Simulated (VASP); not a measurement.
A run of VASP 6.6.1:

POSCAR

```
SrCl2
1.0
    3.5682673316      3.5682673316      0.0000000000
   -3.5682673316      3.5682673316      0.0000000000
    0.0000000000      3.5682673316      3.5682673316
Sr Cl
1 2
Direct
    0.0000000000      0.0000000000      0.0000000000
    0.2500000000      0.7500000000      0.5000000000
    0.7500000000      0.2500000000      0.5000000000
```

INCAR.step1

```
SYSTEM = SrCl2
ALGO = Normal
EDIFF = 1E-4
ENCUT = 520
GGA = PE
ISMEAR = 0
LASPH = .TRUE.
LCHARG = .FALSE.
LREAL = .FALSE.
LWAVE = .TRUE.
NBANDS = 19
NELM = 60
PREC = Accurate
SIGMA = 0.01
```

INCAR.step2

```
SYSTEM = SrCl2
ALGO = Normal
EDIFF = 1E-6
ENCUT = 520
ISIF = 2
ISMEAR = 0
ISTART = 1
LASPH = .TRUE.
LCHARG = .FALSE.
LMIXTAU = .TRUE.
LREAL = .FALSE.
LWAVE = .FALSE.
METAGGA = R2SCAN
NBANDS = 19
NELM = 60
PREC = Accurate
SIGMA = 0.01
```

Contents of KPOINTS:

```
k-points
0
G
  6 6 6
  0 0 0
```

Potentials or basis: VASP PAW PBE potentials, release 64 (Sr_sv, Cl).

Launch:

```bash
$ cat potpaw_PBE.64/Sr_sv/POTCAR potpaw_PBE.64/Cl/POTCAR > POTCAR
$ cp INCAR.step1 INCAR
$ mpirun -np 1 vasp_std > vasp.out
$ cp INCAR.step2 INCAR
$ mpirun -np 1 vasp_std > vasp.out
```

Hardware: 1 thread of Intel(R) Xeon(R) Platinum 8124M CPU @ 3.00GHz (Skylake/Cascade Lake), with other jobs on the host.

Task: How long does it take, and how much memory?

Result: It took 110 s on 1 thread of Intel(R) Xeon(R) Platinum 8124M CPU @ 3.00GHz (Skylake/Cascade Lake), with other jobs on the host, peak memory 0.26 GiB. Counts: k points 16.
